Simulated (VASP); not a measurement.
# CuO: single point with PBE+U

The system is CuO.

```
Cu O
1.0
     2.34160   -1.71440    0.00000
     2.34160    1.71440    0.00000
    -0.82974    0.00000    5.06215
Cu O
2 2
Direct
  0.00000 0.50000 0.00000
  0.50000 0.00000 0.50000
  0.57190 0.42810 0.25000
  0.42810 0.57190 0.75000
```

```yaml
Program: VASP 6.6.1
Task: single point
Functional: PBE
Potentials_or_basis: VASP PAW PBE potentials, release 64 (Cu, O)
Cutoff: 520 eV
k_mesh: 8 × 8 × 4
Occupations: fermi-dirac, width 0.03 eV
Spin: collinear spin
Starting_moments: "[1.0, 1.0, 0.0, 0.0] μB"
Hubbard_terms: Cu d U = 2.7 eV
```

```
Pressure                                              : 6.3 GPa
Largest force                                         : 0.030 eV/Å
Net moment                                            : 1.86 μB per cell
Site moments                                          : Cu +0.60; O +0.29 μB
Valence electrons inside the program's atomic spheres : Cu 9.92; O 4.99
```

Forces on the atoms (eV/Å):
```
Cu   0.000  0.000  0.000
Cu   0.000  0.000  0.000
O    0.000 -0.030  0.000
O    0.000  0.030  0.000
```

Stress tensor (GPa, compression positive):
```
4.69 0.00 1.54
0.00 7.10 0.00
1.54 0.00 7.01
```

Levels at points of the mesh, in eV from the Fermi level:
Spin up:
```tsv
k point	band 16	band 17	band 18	band 19	band 20	band 21
(0.00, 0.00, 0.00)	-2.41	-0.42	0.20	1.74	6.40	8.21
(0.50, 0.00, 0.00)	-1.95	-0.75	-0.49	4.96	6.56	7.11
(0.50, 0.50, 0.00)	-2.19	-1.38	0.31	3.58	7.34	8.76
(0.00, 0.00, 0.50)	-1.96	-0.52	-0.52	4.02	4.02	11.95
(0.50, 0.00, 0.50)	-2.57	-0.95	-0.02	5.39	6.72	8.28
(0.50, 0.50, 0.50)	-2.05	-1.51	-1.51	5.38	5.38	9.21
```
Spin down:
```tsv
k point	band 12	band 13	band 14	band 15	band 16	band 17	band 18	band 19	band 20	band 21
(0.00, 0.00, 0.00)	-2.64	-2.41	-2.36	-2.27	-1.83	1.12	1.96	2.05	6.50	8.56
(0.50, 0.00, 0.00)	-3.01	-2.73	-2.03	-1.78	-1.43	1.12	1.35	5.06	6.73	7.43
(0.50, 0.50, 0.00)	-3.11	-2.90	-2.78	-1.69	-1.15	-0.10	2.15	3.57	7.48	8.78
(0.00, 0.00, 0.50)	-3.06	-2.68	-2.68	-1.44	-1.44	1.31	1.31	4.33	4.33	12.10
(0.50, 0.00, 0.50)	-2.87	-2.80	-2.36	-2.11	-1.91	0.75	1.70	5.53	6.99	8.44
(0.50, 0.50, 0.50)	-3.12	-2.07	-2.07	-1.49	-1.49	0.68	0.68	5.43	5.43	9.46
```

Eigenvalues of the final occupation matrices:
```
    site  spin  trace               eigenvalues
site 1 d     1   4.88  0.95 0.97 0.97 0.98 1.01
site 1 d     2   4.28  0.45 0.94 0.96 0.96 0.97
site 2 d     1   4.88  0.95 0.97 0.97 0.98 1.01
site 2 d     2   4.28  0.45 0.94 0.96 0.96 0.97
```

Wall time 5.2 min on 1 thread of Oxide Virtual Turin-like Processor (shared host), peak memory 0.23 GiB.

Caveat: the cell stands under pressure.
